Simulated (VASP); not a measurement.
# Be (Im-3m) in VASP: a series of runs, part 2 of 2

VASP 6.6.1. The steps go on from the part before.

### Step 3. Electric field gradients, PBE (volume scaled by 0.96)

Input file INCAR:

```
ALGO = Normal ; EDIFF = 1E-8
ENCUT = 520 ; GGA = PE
ISIF = 2 ; ISMEAR = -1
LASPH = True ; LCHARG = False
LEFG = True ; LREAL = False
LWAVE = False ; NBANDS = 7
NELM = 60 ; PREC = Accurate
SIGMA = 0.03
```

Input file KPOINTS:

```
k-points
0
Gamma
  23 23 23
```

Input file POSCAR:

```
Be
1.0
   -1.2361848083      1.2361848083      1.2361848083
    1.2361848083     -1.2361848083      1.2361848083
    1.2361848083      1.2361848083     -1.2361848083
Be
1
Direct
    0.0000000000      0.0000000000      0.0000000000
```

Potentials or basis: VASP PAW PBE potentials, release 64 (Be).

Launch:

```bash
$ cat potpaw_PBE.64/Be/POTCAR > POTCAR
$ mpirun -np 1 vasp_std > vasp.out
```

OUTCAR:

```text
EDIFF = 1E-8
   ENCUT = 520
   GGA = PE
   ISIF = 2
   ISMEAR = -1
   LASPH = True
   LREAL = False
   NELM = 60
   PREC = Accurate

 ion  position               nearest neighbor table
   1  0.000  0.000  0.000-

  LATTYP: Found a body centered cubic cell.
 ALAT       =     2.4723696166

  Lattice vectors:

 A1 = (  -1.2361848083,   1.2361848083,   1.2361848083)
 A2 = (   1.2361848083,  -1.2361848083,   1.2361848083)
 A3 = (   1.2361848083,   1.2361848083,  -1.2361848083)

Analysis of symmetry for initial positions (statically):
=====================================================================
 Subroutine PRICEL returns:
 Original cell was already a primitive cell.

 Routine SETGRP: Setting up the symmetry group for a
 body centered cubic supercell.

 Subroutine GETGRP returns: Found 48 space group operations
 (whereof 48 operations were pure point group operations)
 out of a pool of 48 trial point group operations.

The static configuration has the point symmetry O_h .

Analysis of symmetry for dynamics (positions and initial velocities):
=====================================================================
 Subroutine PRICEL returns:
 Original cell was already a primitive cell.

 Routine SETGRP: Setting up the symmetry group for a
 body centered cubic supercell.

 Subroutine GETGRP returns: Found 48 space group operations
 (whereof 48 operations were pure point group operations)
 out of a pool of 48 trial point group operations.

The dynamic configuration has the point symmetry O_h .

 Subroutine INISYM returns: Found 48 space group operations
 (whereof 48 operations are pure point group operations),
 and found     1 'primitive' translations

----------------------------------------------------------------------------------------

                                     Primitive cell

  volume of cell :       7.5563

  direct lattice vectors                    reciprocal lattice vectors
    -1.236184808  1.236184808  1.236184808     0.000000000  0.404470267  0.404470267
     1.236184808 -1.236184808  1.236184808     0.404470267  0.000000000  0.404470267
     1.236184808  1.236184808 -1.236184808     0.404470267  0.404470267  0.000000000

  length of vectors
     2.141134896  2.141134896  2.141134896     0.572007338  0.572007338  0.572007338

  position of ions in fractional coordinates (direct lattice)
     0.000000000  0.000000000  0.000000000

  ion indices of the primitive-cell ions
   primitive index   ion index
                 1           1

----------------------------------------------------------------------------------------

 KPOINTS: k-points

Automatic generation of k-mesh.
 Grid dimensions read from file:
[... 65 lines left out ...]
   EDIFF  = 0.1E-07   stopping-criterion for ELM
   LREAL  =      F    real-space projection
   EDIFFG = 0.1E-06   stopping-criterion for IOM
   NSW    =      0    number of steps for IOM
   IBRION =     -1    ionic relax: 0-MD 1-quasi-New 2-CG
   NFREE  =      0    steps in history (QN), initial steepest desc. (CG)
   ISIF   =      2    stress and relaxation
   ISYM   =      2    0-nonsym 1-usesym 2-fastsym
   POTIM  = 0.5000    time-step for ionic-motion
   TEBEG  =    0.0;   TEEND  =   0.0 temperature during run
   PSTRESS=    0.0 pullay stress
   NELECT =       2.0000    total number of electrons
   NUPDOWN=      -1.0000    fix difference up-down
   EMIN   =  10.00;   EMAX   =-10.00  energy-range for DOS
   EFERMI =   0.00;   METHOD = LEGACY
   ISMEAR =    -1;   SIGMA  =   0.03  broadening in eV -4-tet -1-fermi 0-gaus
   EFERMI_NEDOS =   21; number of points for ismear=-14 and -15
   IALGO  =     38    algorithm
   IMIX   =      4    mixing-type and parameters
     AMIX     =   0.40;   BMIX     =  1.00
     AMIX_MAG =   1.60;   BMIX_MAG =  1.00
  volume/ion in A,a.u.               =       7.56        50.99
  Fermi-wavevector in a.u.,A,eV,Ry     =   1.051110  1.986310 15.032150  1.104832
  Thomas-Fermi vector in A             =   2.186140
   LORBIT       =      0    0 simple, 1 ext, 2 COOP (PROOUT), +10 PAW based schemes
   GGA     = PE    functional components
   LHFCALC =     F    Hartree Fock is set to
   AEXX    =    0.0000 exact exchange contribution
   IVDW    =     0    specifies the selected vdW correction
   LEPSILON=     F    determine dielectric tensor
   LRPA    =     F    only Hartree local field effects (RPA)
 non-spin polarized calculation
  energy-cutoff  :      520.00
  volume of cell :        7.56
 maximum number of plane-waves:       220
   NGX =  7   NGY =  7   NGZ =  7

 number of electron       2.0000000 magnetization

 Free energy of the ion-electron system (eV)
  ---------------------------------------------------
  ext. energy  EPLUGINS =         0.00000000
  ---------------------------------------------------
  free energy    TOTEN  =        -3.66193322 eV

  energy without entropy =       -3.66141530  energy(sigma->0) =       -3.66167426

 E-fermi :   8.3236     XC(G=0): -10.7618

 val. band max:        8.2702008044   @ k =   0.3043   0.2609   0.0870
 cond. band min:       8.3609922336   @ k =   0.3043   0.3043   0.0000
 fundamental gap:      0.0907914292
 Fermi energy:         8.3236389956

 k-point     1 :       0.0000    0.0000    0.0000
  band No.  band energies     occupation
      1      -4.2003      2.00000
      2      28.2815      0.00000
      3      28.2815      0.00000
      4      28.2815      0.00000
      5      39.7956      0.00000
      6      39.7956      0.00000
      7      39.7956      0.00000
[... 221 lines left out ...]
 k-point    24 :       0.0870    0.0870    0.0000
  band No.  band energies     occupation
      1      -3.3915      2.00000
      2      25.0004      0.00000
      3      25.1499      0.00000
      4      26.9001      0.00000
      5      35.0984      0.00000
      6      35.6684      0.00000
      7      39.9498      0.00000

 [... further k-points ...]

------------------------ aborting loop because EDIFF is reached ----------------------------------------

  FORCE on cell =-STRESS in cart. coord.  units (eV):
  Direction    XX          YY          ZZ          XY          YZ          ZX
  --------------------------------------------------------------------------------------
  -------------------------------------------------------------------------------------
  Total        0.2171851      0.2171851      0.2171851      0.0000000      0.0000000     -0.0000000
  in kB       46.0500864     46.0500864     46.0500864      0.0000000      0.0000000     -0.0000000
  external PRESSURE =      46.0500864 kB  Pullay stress =       0.0000000 kB

 VOLUME and BASIS-vectors are now :
 -----------------------------------------------------------------------------
  energy-cutoff  :      520.00
  volume of cell :        7.56
      direct lattice vectors                 reciprocal lattice vectors
    -1.236184808  1.236184808  1.236184808     0.000000000  0.404470267  0.404470267
     1.236184808 -1.236184808  1.236184808     0.404470267  0.000000000  0.404470267
     1.236184808  1.236184808 -1.236184808     0.404470267  0.404470267  0.000000000

 POSITION                                       TOTAL-FORCE (eV/Angst)
 -----------------------------------------------------------------------------------
      0.00000      0.00000      0.00000        -0.000000     -0.000000     -0.000000
 -----------------------------------------------------------------------------------
    total drift:                               -0.000000     -0.000000     -0.000000

  FREE ENERGIE OF THE ION-ELECTRON SYSTEM (eV)
  ---------------------------------------------------
  free  energy   TOTEN  =        -3.6619332159 eV

  energy  without entropy=       -3.6614152990  energy(sigma->0) =       -3.66167426

 Electric field gradients (V/A^2)
---------------------------------------------------------------------
 ion       V_xx      V_yy      V_zz      V_xy      V_xz      V_yz
---------------------------------------------------------------------
   1       0.000     0.000    -0.000    -0.000    -0.000    -0.000
---------------------------------------------------------------------

 Electric field gradients after diagonalization (V/A^2)
 (convention: |V_zz| > |V_xx| > |V_yy|)
----------------------------------------------------------------------
 ion       V_xx      V_yy      V_zz     asymmetry (V_yy - V_xx)/ V_zz
----------------------------------------------------------------------
   1       0.000     0.000    -0.000       0.000
----------------------------------------------------------------------

           NMR quadrupolar parameters

 Cq : quadrupolar parameter    Cq=e*Q*V_zz/h
 eta: asymmetry parameters     (V_yy - V_xx)/ V_zz
 Q  : nuclear electric quadrupole moment in mb (millibarn)
----------------------------------------------------------------------
 ion       Cq(MHz)       eta       Q (mb)
----------------------------------------------------------------------
   1      -0.000       0.000       1.000
----------------------------------------------------------------------
```

Wall time 15 s (1 thread of Intel Xeon 8259CL, shared host); peak memory 0.12 GiB.

Results:

```
Free energy            : -3.6619 eV
Pressure               : 4.6 GPa
Band gap on the k mesh : zero (band 1 reaches 11.94 eV, above the bottom of band 2 at 6.92 eV)
```

Levels at points of the mesh, in eV from the Fermi level:
| k point | band 1 | band 2 | band 3 | band 4 | band 5 |
| --- | --- | --- | --- | --- | --- |
| (0.00, 0.00, 0.00) | -12.52 | 19.96 | 19.96 | 19.96 | 31.47 |

Caveat: without QUAD_EFG the Cq values of the log hold for a quadrupole moment of 1 mb, not for the nuclei.

### Step 4. Electric field gradients, PBE (volume scaled by 0.96)

Input file INCAR:

```
SYSTEM = Be
  PREC = Accurate
  ENCUT = 520
  EDIFF = 1E-8
  ISMEAR = -1
  SIGMA = 0.03
  LREAL = .False.
  LASPH = .True.
  NELM = 80
  ALGO = Normal
  ISIF = 2
  LWAVE = .False.
  LCHARG = .False.
  GGA = PE
  LEFG = .True.
  NBANDS = 7
```

Input file KPOINTS:

```
Automatic mesh
0
Gamma
  23 23 23
  0 0 0
```

POSCAR is that of step 3.

Potentials or basis: VASP PAW PBE potentials, release 64 (Be).

Launch:

```bash
$ cat potpaw_PBE.64/Be/POTCAR > POTCAR
$ mpirun -np 1 vasp_std > vasp.out
```

OUTCAR:

```text
SYSTEM = Be
   PREC = Accurate
   ENCUT = 520
   EDIFF = 1E-8
   ISMEAR = -1
   LREAL = .False.
   LASPH = .True.
   NELM = 80
   ISIF = 2
   GGA = PE

 ion  position               nearest neighbor table
   1  0.000  0.000  0.000-

  LATTYP: Found a body centered cubic cell.
 ALAT       =     2.4723696166

  Lattice vectors:

 A1 = (  -1.2361848083,   1.2361848083,   1.2361848083)
 A2 = (   1.2361848083,  -1.2361848083,   1.2361848083)
 A3 = (   1.2361848083,   1.2361848083,  -1.2361848083)

[... 443 lines left out ...]
    total drift:                               -0.000000     -0.000000     -0.000000

  FREE ENERGIE OF THE ION-ELECTRON SYSTEM (eV)
  ---------------------------------------------------
  free  energy   TOTEN  =        -3.6619332159 eV

  energy  without entropy=       -3.6614152990  energy(sigma->0) =       -3.66167426

 Electric field gradients (V/A^2)
---------------------------------------------------------------------
 ion       V_xx      V_yy      V_zz      V_xy      V_xz      V_yz
---------------------------------------------------------------------
   1       0.000     0.000    -0.000    -0.000    -0.000    -0.000
---------------------------------------------------------------------

 Electric field gradients after diagonalization (V/A^2)
 (convention: |V_zz| > |V_xx| > |V_yy|)
----------------------------------------------------------------------
 ion       V_xx      V_yy      V_zz     asymmetry (V_yy - V_xx)/ V_zz
----------------------------------------------------------------------
   1       0.000     0.000    -0.000       0.000
----------------------------------------------------------------------

           NMR quadrupolar parameters

 Cq : quadrupolar parameter    Cq=e*Q*V_zz/h
 eta: asymmetry parameters     (V_yy - V_xx)/ V_zz
 Q  : nuclear electric quadrupole moment in mb (millibarn)
----------------------------------------------------------------------
 ion       Cq(MHz)       eta       Q (mb)
----------------------------------------------------------------------
   1      -0.000       0.000       1.000
----------------------------------------------------------------------
```

OSZICAR:

```text
N       E                     dE             d eps       ncg     rms          rms(c)
DAV:   1    -0.236825772350E+01   -0.23683E+01   -0.11311E+03  5523   0.234E+02
DAV:   2    -0.369326601530E+01   -0.13250E+01   -0.12548E+01  6965   0.259E+01
DAV:   3    -0.369536520242E+01   -0.20992E-02   -0.20979E-02  5824   0.882E-01
DAV:   4    -0.369536555223E+01   -0.34981E-06   -0.34918E-06  7665   0.112E-02
DAV:   5    -0.369536555294E+01   -0.71079E-09   -0.96530E-10  5908   0.723E-05    0.814E-01
DAV:   6    -0.367115746728E+01    0.24208E-01   -0.29415E-03  5649   0.536E-01    0.503E-01
DAV:   7    -0.366195480988E+01    0.92027E-02   -0.28259E-03  5425   0.554E-01    0.192E-02
DAV:   8    -0.366193317251E+01    0.21637E-04   -0.79847E-06  5740   0.241E-02    0.748E-03
DAV:   9    -0.366193326798E+01   -0.95463E-07   -0.11023E-06  6139   0.744E-03    0.406E-04
DAV:  10    -0.366193329785E+01   -0.29870E-07   -0.13789E-09  5607   0.334E-04    0.171E-04
DAV:  11    -0.366193321809E+01    0.79759E-07   -0.22316E-09  4361   0.450E-04    0.412E-06
DAV:  12    -0.366193321587E+01    0.22219E-08   -0.32546E-11  2688   0.348E-05
   1 F= -.36619332E+01 E0= -.36616743E+01  d E =-.517917E-03
```

stdout:

```text
POSCAR found type information on POSCAR Be
 POSCAR found :  1 types and       1 ions
 scaLAPACK will be used
 LDA part: xc-table for (Slater+PW92), standard interpolation
 POSCAR, INCAR and KPOINTS ok, starting setup
 FFT: planning ... GRIDC
 FFT: planning ... GRID_SOFT
 FFT: planning ... GRID
 WAVECAR not read
 entering main loop
ion   1
```

Wall time 15 s (1 thread of Intel Xeon 8259CL, shared host); peak memory 0.12 GiB.

Results:

| Item | Value |
| --- | --- |
| Free energy | -3.6619 eV |
| Pressure | 4.6 GPa |
| Band gap on the k mesh | zero (band 1 reaches 11.94 eV, above the bottom of band 2 at 6.92 eV) |

Caveat: without QUAD_EFG the Cq values of the log hold for a quadrupole moment of 1 mb, not for the nuclei.
